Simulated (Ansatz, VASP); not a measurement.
SiC5 in VASP and in Ansatz

```xyz
6
Lattice="3.8340 0.0000 0.0000 0.0000 3.8340 0.0000 0.0000 0.0000 3.5823" Properties=species:S:1:pos:R:3 pbc="T T T"
Si    1.9170    1.9170    0.0000
C     1.9170    0.0000    1.7911
C     0.0000    1.9170    1.7911
C     1.9170    0.0000    0.0000
C     0.0000    1.9170    0.0000
C     1.9170    1.9170    1.7911
```

Alike in both runs: task relaxation of cell and atoms; functional PBE; k mesh 4 × 4 × 6; occupations gaussian, width 0.1 eV; no spin polarisation.

|  | VASP | Ansatz |
| --- | --- | --- |
| version | VASP 6.6.1 | Ansatz 0.2.0 |
| potentials or method | VASP PAW PBE potentials, release 64 (Si, C), cutoff 600 eV | scalar-relativistic, plane waves, PAW |
| valence electrons in the cell | 24 | 24 |

Ansatz gave:

* gap on the k mesh at the Fermi level, each at its own relaxed structure (eV): none
* relaxed volume (Å³/atom): 8.81
* relaxed cell length with the largest relative difference (Å): 3.886

Task: Which values does VASP return?

Result: gap on the k mesh at the Fermi level, each at its own relaxed structure (eV): none; relaxed volume (Å³/atom): 8.84; relaxed cell length with the largest relative difference (Å): 3.892.

A gap of «none» marks a metal or a gap that the smearing closes.

The k mesh is coarse, so the values compare programs but aren't converged.
